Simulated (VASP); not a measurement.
# Sc in VASP: further runs

Runs on Sc. Level: PBEsol. Tasks: relaxation of the atoms.

Program: VASP 6.6.1. These are calculated values, not measurements. Logs are shortened: lines on timing, memory, paths and dates and some standing lists are left out, and cuts for length are marked.

## Step 1: The cell of the first run

The cell holds a slab with vacuum, 6 atoms: a = 3.219 Å, b = 3.219 Å, c = 27.380 Å, α = 90.00°, β = 90.00°, γ = 90.00°.

## Step 2: Relaxation of the atoms, PBEsol

File INCAR:

```
ALGO = Normal
DIPOL = 0.5 0.5 0.500
EDIFF = 1E-6
EDIFFG = -0.01
ENCUT = 520
GGA = PS
IBRION = 2
IDIPOL = 3
ISIF = 2
ISMEAR = -1
KPAR = 4
LASPH = True
LCHARG = False
LDIPOL = True
LREAL = False
LWAVE = False
NELM = 60
NSW = 60
PREC = Accurate
SIGMA = 0.05
```

File KPOINTS:

```
k-points
0
Gamma
  13 13 1
```

File POSCAR:

```
Sc
1.0
    3.2186714418      0.0000000000      0.0000000000
    0.0000000000      3.2186714418      0.0000000000
    0.0000000000      0.0000000000     27.3797000000
Sc
6
Direct
    0.2500000000      0.2500000000      0.2921868754
    0.7500000000      0.7500000000      0.3753121252
    0.2500000000      0.2500000000      0.4584373751
    0.7500000000      0.7500000000      0.5415626249
    0.2500000000      0.2500000000      0.6246878748
    0.7500000000      0.7500000000      0.7078131246
```

Potentials or basis: VASP PAW PBE potentials, release 64 (Sc_sv).

Command:

```bash
> cat potpaw_PBE.64/Sc_sv/POTCAR > POTCAR
> mpirun -np 4 vasp_std > vasp.out
```

OUTCAR:

```text
EDIFF = 1E-6
   EDIFFG = -0.01
   ENCUT = 520
   GGA = PS
   IBRION = 2
   ISIF = 2
   ISMEAR = -1
   LASPH = True
   LREAL = False
   NELM = 60
   NSW = 60
   PREC = Accurate

 ion  position               nearest neighbor table
   1  0.250  0.250  0.292-   2 3.22   2 3.22   2 3.22   2 3.22
   2  0.750  0.750  0.375-   1 3.22   1 3.22   1 3.22   1 3.22   3 3.22   3 3.22   3 3.22   3 3.22

   3  0.250  0.250  0.458-   4 3.22   4 3.22   4 3.22   4 3.22   2 3.22   2 3.22   2 3.22   2 3.22

   4  0.750  0.750  0.542-   3 3.22   3 3.22   3 3.22   3 3.22   5 3.22   5 3.22   5 3.22   5 3.22

   5  0.250  0.250  0.625-   6 3.22   6 3.22   6 3.22   6 3.22   4 3.22   4 3.22   4 3.22   4 3.22

   6  0.750  0.750  0.708-   5 3.22   5 3.22   5 3.22   5 3.22

  LATTYP: Found a simple tetragonal cell.
 ALAT       =     3.2186714418
 C/A-ratio  =     8.5065221770

  Lattice vectors:

 A1 = (   3.2186714418,   0.0000000000,   0.0000000000)
 A2 = (   0.0000000000,   3.2186714418,   0.0000000000)
 A3 = (   0.0000000000,   0.0000000000,  27.3797000000)

Analysis of symmetry for initial positions (statically):
=====================================================================
 Subroutine PRICEL returns:
 Original cell was already a primitive cell.

 Routine SETGRP: Setting up the symmetry group for a
 simple tetragonal supercell.

 Subroutine GETGRP returns: Found 16 space group operations
 (whereof  4 operations were pure point group operations)
 out of a pool of 16 trial point group operations.

The static configuration has the point symmetry C_2h.
 The point group associated with its full space group is D_4h.

Analysis of symmetry for dynamics (positions and initial velocities):
=====================================================================
 Subroutine PRICEL returns:
 Original cell was already a primitive cell.

 Routine SETGRP: Setting up the symmetry group for a
 simple tetragonal supercell.

 Subroutine GETGRP returns: Found 16 space group operations
 (whereof  4 operations were pure point group operations)
 out of a pool of 16 trial point group operations.

The dynamic configuration has the point symmetry C_2h.
 The point group associated with its full space group is D_4h.

 Subroutine INISYM returns: Found 16 space group operations
 (whereof  4 operations are pure point group operations),
 and found     1 'primitive' translations

----------------------------------------------------------------------------------------

                                     Primitive cell

  volume of cell :     283.6495

  direct lattice vectors                    reciprocal lattice vectors
     3.218671442  0.000000000  0.000000000     0.310687194  0.000000000  0.000000000
     0.000000000  3.218671442  0.000000000     0.000000000  0.310687194  0.000000000
     0.000000000  0.000000000 27.379700000     0.000000000  0.000000000  0.036523410

  length of vectors
     3.218671442  3.218671442 27.379700000     0.310687194  0.310687194  0.036523410

  position of ions in fractional coordinates (direct lattice)
     0.250000000  0.250000000  0.292186875
     0.750000000  0.750000000  0.375312125
     0.250000000  0.250000000  0.458437375
     0.750000000  0.750000000  0.541562625
     0.250000000  0.250000000  0.624687875
     0.750000000  0.750000000  0.707813125

  ion indices of the primitive-cell ions
   primitive index   ion index
                 1           1
                 2           2
                 3           3
                 4           4
                 5           5
                 6           6

----------------------------------------------------------------------------------------

 KPOINTS: k-points

[... 76 lines left out ...]
   TEBEG  =    0.0;   TEEND  =   0.0 temperature during run
   PSTRESS=    0.0 pullay stress
   NELECT =      66.0000    total number of electrons
   NUPDOWN=      -1.0000    fix difference up-down
   EMIN   =  10.00;   EMAX   =-10.00  energy-range for DOS
   EFERMI =   0.00;   METHOD = LEGACY
   ISMEAR =    -1;   SIGMA  =   0.05  broadening in eV -4-tet -1-fermi 0-gaus
   EFERMI_NEDOS =   21; number of points for ismear=-14 and -15
   IALGO  =     38    algorithm
   IMIX   =      4    mixing-type and parameters
     AMIX     =   0.40;   BMIX     =  1.00
     AMIX_MAG =   1.60;   BMIX_MAG =  1.00
  volume/ion in A,a.u.               =      47.27       319.03
  Fermi-wavevector in a.u.,A,eV,Ry     =   1.006921  1.902805 13.794815  1.013890
  Thomas-Fermi vector in A             =   2.139694
   LORBIT       =      0    0 simple, 1 ext, 2 COOP (PROOUT), +10 PAW based schemes
   GGA     = PS    functional components
   LHFCALC =     F    Hartree Fock is set to
   AEXX    =    0.0000 exact exchange contribution
   IVDW    =     0    specifies the selected vdW correction
   LEPSILON=     F    determine dielectric tensor
   LRPA    =     F    only Hartree local field effects (RPA)
 conjugate gradient relaxation of ions
 non-spin polarized calculation
  energy-cutoff  :      520.00
  volume of cell :      283.65
 maximum number of plane-waves:      7711
 NGX is ok and might be reduce to    24
   NGX = 11   NGY = 11   NGZ =101

--------------------------------------- Ionic step        1  -------------------------------------------

 number of electron      66.0000023 magnetization

 Free energy of the ion-electron system (eV)
  ---------------------------------------------------
  ext. energy  EPLUGINS =         0.00000000
  ---------------------------------------------------
  free energy    TOTEN  =       -37.70082210 eV

  energy without entropy =      -37.57675677  energy(sigma->0) =      -37.63878944

------------------------ aborting loop because EDIFF is reached ----------------------------------------

  FORCE on cell =-STRESS in cart. coord.  units (eV):
  Direction    XX          YY          ZZ          XY          YZ          ZX
  --------------------------------------------------------------------------------------
  -------------------------------------------------------------------------------------
  Total       -1.2739216     -1.2739216     -1.8487605      0.0000000     -0.0000000      0.0000000
  in kB       -7.1956712     -7.1956712    -10.4426149      0.0000000     -0.0000000      0.0000000
  external PRESSURE =      -8.2779858 kB  Pullay stress =       0.0000000 kB
[... 29 lines left out ...]
 number of electron      66.0000024 magnetization

------------------------ aborting loop because EDIFF is reached ----------------------------------------

 vacuum level on the upper side and lower side of the slab       (xc-potential included)         0.001         0.001

  FORCE on cell =-STRESS in cart. coord.  units (eV):
  Direction    XX          YY          ZZ          XY          YZ          ZX
  --------------------------------------------------------------------------------------
  -------------------------------------------------------------------------------------
  Total       -1.1433252     -1.1433252     -1.6144185      0.0000000     -0.0000000      0.0000000
  in kB       -6.4580048     -6.4580048     -9.1189478      0.0000000     -0.0000000      0.0000000
  external PRESSURE =      -7.3449858 kB  Pullay stress =       0.0000000 kB
[... 61 lines left out ...]
  FREE ENERGIE OF THE ION-ELECTRON SYSTEM (eV)
  ---------------------------------------------------
  free  energy   TOTEN  =       -37.7669181146 eV

  energy  without entropy=      -37.6438251920  energy(sigma->0) =      -37.70537165

[... ionic steps 4 to 12 ...]

--------------------------------------- Ionic step       13  -------------------------------------------

 number of electron      66.0000025 magnetization

------------------------ aborting loop because EDIFF is reached ----------------------------------------
[... 35 lines left out ...]
--------------------------------------- Ionic step       14  -------------------------------------------

 number of electron      66.0000025 magnetization

 dipolmoment           0.000000      0.000000     -0.000000 electrons x Angstroem

------------------------ aborting loop because EDIFF is reached ----------------------------------------

  FORCE on cell =-STRESS in cart. coord.  units (eV):
  Direction    XX          YY          ZZ          XY          YZ          ZX
  --------------------------------------------------------------------------------------
  -------------------------------------------------------------------------------------
  Total       -0.2797828     -0.2797828     -0.1344410     -0.0000000      0.0000000      0.0000000
  in kB       -1.5803369     -1.5803369     -0.7593820     -0.0000000      0.0000000      0.0000000
  external PRESSURE =      -1.3066852 kB  Pullay stress =       0.0000000 kB
[... 27 lines left out ...]
--------------------------------------- Ionic step       15  -------------------------------------------

 number of electron      66.0000025 magnetization

 dipolmoment           0.000000      0.000000      0.000000 electrons x Angstroem

 Free energy of the ion-electron system (eV)
  ---------------------------------------------------
  ext. energy  EPLUGINS =         0.00000000
  ---------------------------------------------------
  free energy    TOTEN  =       -37.77572850 eV

  energy without entropy =      -37.65794629  energy(sigma->0) =      -37.71683740

 E-fermi :   0.5668     XC(G=0):  -5.7037

 val. band max:        0.5639049681   @ k =   0.3846   0.3077   0.0000
 cond. band min:       0.5703082605   @ k =   0.4615   0.4615   0.0000
 fundamental gap:      0.0064032924
 Fermi energy:         0.5668030286

 k-point     1 :       0.0000    0.0000    0.0000
  band No.  band energies     occupation
      1     -48.8684      2.00000
      2     -48.8684      2.00000
      3     -48.5536      2.00000
      4     -48.5023      2.00000
      5     -48.2498      2.00000
      6     -48.2494      2.00000
[... 997 lines left out ...]
     38       1.1744      0.00001
     39       1.4214      0.00000

 [... further k-points ...]

------------------------ aborting loop because EDIFF is reached ----------------------------------------

 vacuum level on the upper side and lower side of the slab       (xc-potential included)        -0.001        -0.001

  FORCE on cell =-STRESS in cart. coord.  units (eV):
  Direction    XX          YY          ZZ          XY          YZ          ZX
  --------------------------------------------------------------------------------------
  -------------------------------------------------------------------------------------
  Total       -0.2704627     -0.2704627     -0.1163309      0.0000000      0.0000000      0.0000000
  in kB       -1.5276925     -1.5276925     -0.6570883      0.0000000      0.0000000      0.0000000
  external PRESSURE =      -1.2374911 kB  Pullay stress =       0.0000000 kB
[... 21 lines left out ...]
  FREE ENERGIE OF THE ION-ELECTRON SYSTEM (eV)
  ---------------------------------------------------
  free  energy   TOTEN  =       -37.7757285038 eV

  energy  without entropy=      -37.6579462900  energy(sigma->0) =      -37.71683740

 reached required accuracy - stopping structural energy minimisation

 vacuum level on the upper side and lower side of the slab         3.488         3.488
```

Wall time 16 min (4 MPI ranks of Intel Xeon 6975P-C (Granite Rapids), shared host); peak memory 0.5 GiB.

Results:

```
Free energy                  : -37.7757 eV
Energy gained by relaxing    : 12.5 meV/atom
Ionic steps                  : 15
Largest force after relaxing : 0.007 eV/Å
Band gap on the k mesh       : zero (bands 33 and 34 overlap by 0.56 eV)
```

Forces in eV/Å, atoms in the order of the input:
```
Sc   0.000  0.000  0.004
Sc   0.000  0.000  0.002
Sc   0.000  0.000 -0.007
Sc   0.000  0.000  0.007
Sc   0.000  0.000 -0.002
Sc   0.000  0.000 -0.004
```

The path:
```
step  energy change (eV)  largest force (eV/Å)  pressure (GPa)
   1              0.0000                0.4612           -0.83
   2             -0.0328                0.3267           -0.73
   3             -0.0661                0.0913           -0.46
   4             -0.0661                0.0952           -0.45
   5             -0.0680                0.0556           -0.43
   6             -0.0698                0.0449           -0.38
   7             -0.0699                0.0408           -0.37
   8             -0.0707                0.0341           -0.35
   9             -0.0724                0.0331           -0.32
  10             -0.0739                0.0497           -0.22
  11             -0.0746                0.0302           -0.18
  12             -0.0748                0.0141           -0.15
  13             -0.0749                0.0141           -0.13
  14             -0.0749                0.0117           -0.13
  15             -0.0749                0.0066           -0.12
```

Final structure:
```
CELL_PARAMETERS angstrom
3.21867 0.00000 0.00000
0.00000 3.21867 0.00000
0.00000 0.00000 27.37970
ATOMIC_POSITIONS crystal
Sc 0.25000 0.25000 0.29769
Sc 0.75000 0.75000 0.37482
Sc 0.25000 0.25000 0.45886
Sc 0.75000 0.75000 0.54114
Sc 0.25000 0.25000 0.62518
Sc 0.75000 0.75000 0.70231
```

Caveat: the PAW data sets were made with another functional, which shifts forces and pressure a little.

## Step 3: Relaxation of the atoms, PBEsol

File INCAR:

```
PREC = Accurate ; ENCUT = 520
EDIFF = 1E-7 ; ISMEAR = -1
SIGMA = 0.05 ; LREAL = F
LASPH = T ; NELM = 80
ALGO = Normal ; ISIF = 2
LWAVE = F ; LCHARG = F
LDIPOL = T ; IDIPOL = 3
DIPOL = 0.5 0.5 0.500 ; GGA = PS
IBRION = 2 ; NSW = 32
EDIFFG = -0.01 ; KPAR = 4
```

File KPOINTS:

```
Automatic mesh
0
Gamma
  13 13 1
```

File POSCAR:

```
Sc
1.0
    3.2186714418      0.0000000000      0.0000000000
    0.0000000000      3.2186714418      0.0000000000
    0.0000000000      0.0000000000     27.3797000000
Sc
6
Direct
    0.2500000000      0.2500000000      0.2981170625
    0.7500000000      0.7500000000      0.3750935425
    0.2500000000      0.2500000000      0.4588999230
    0.7500000000      0.7500000000      0.5411000836
    0.2500000000      0.2500000000      0.6249064445
    0.7500000000      0.7500000000      0.7018829439
```

Potentials or basis: VASP PAW PBE potentials, release 64 (Sc_sv).

Command:

```bash
> cat potpaw_PBE.64/Sc_sv/POTCAR > POTCAR
> mpirun -np 4 vasp_std > vasp.out
```

Wall time 3.4 min (4 MPI ranks of Intel Xeon 6975P-C (Granite Rapids), shared host); peak memory 0.47 GiB.

Results (log left out):

```yaml
Free_energy: -37.7757 eV
Largest_force_after_relaxing: 0.008 eV/Å
Band_gap_on_the_k_mesh: zero (bands 33 and 34 overlap by 0.57 eV)
```

Forces in eV/Å, atoms in the order of the input:
```
Sc   0.000  0.000 -0.008
Sc   0.000  0.000  0.002
Sc   0.000  0.000  0.000
Sc   0.000  0.000  0.000
Sc   0.000  0.000 -0.002
Sc   0.000  0.000  0.008
```

Final structure:
```
Sc
1.0
     3.21867    0.00000    0.00000
     0.00000    3.21867    0.00000
     0.00000    0.00000   27.37970
Sc
6
Direct
  0.25000 0.25000 0.29812
  0.75000 0.75000 0.37509
  0.25000 0.25000 0.45890
  0.75000 0.75000 0.54110
  0.25000 0.25000 0.62491
  0.75000 0.75000 0.70188
```

Levels at points of the mesh, in eV from the Fermi level:
| k point | band 28 | band 29 | band 30 | band 31 | band 32 | band 33 | band 34 | band 35 | band 36 | band 37 |
| --- | --- | --- | --- | --- | --- | --- | --- | --- | --- | --- |
| (0.00, 0.00, 0.00) | -2.85 | -2.05 | -1.69 | -0.66 | -0.47 | -0.10 | 0.06 | 0.08 | 0.60 | 1.28 |

Caveat: the relaxation stopped at its first step, so nothing moved; the PAW data sets were made with another functional, which shifts forces and pressure a little.
